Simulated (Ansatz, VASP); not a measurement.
# One calculation of Lu, two programs

```
CELL_PARAMETERS angstrom
3.38366 0.00000 0.00000
-1.69183 2.93034 0.00000
0.00000 0.00000 5.23774
ATOMIC_POSITIONS crystal
Lu 0.33333 0.66667 0.75000
Lu 0.66667 0.33333 0.25000
```

Alike in both runs: functional LDA; k mesh 14 × 14 × 8; occupations gaussian, width 0.05 eV; no spin polarisation.

Ansatz relaxed the structure, and its values are those at the end. VASP's run is a single point on that final structure, the one shown.

|  | VASP | Ansatz |
| --- | --- | --- |
| version | VASP 6.6.1 | Ansatz 0.2.0 |
| potentials or method | VASP PAW PBE potentials, release 64 (Lu), cutoff 520 eV | scalar-relativistic, plane waves, PAW |
| valence electrons in the cell | 50 | 50 |

VASP gave:

* pressure (GPa): 0.2

Q: Which values does Ansatz return?

A: Pressure (GPa): 0.0.

VASP's potentials were made for PBE, not for LDA. LDA's correlation is that of Perdew and Zunger in VASP and of Perdew and Wang (1992) in Ansatz.

Neither program's run includes spin-orbit coupling.
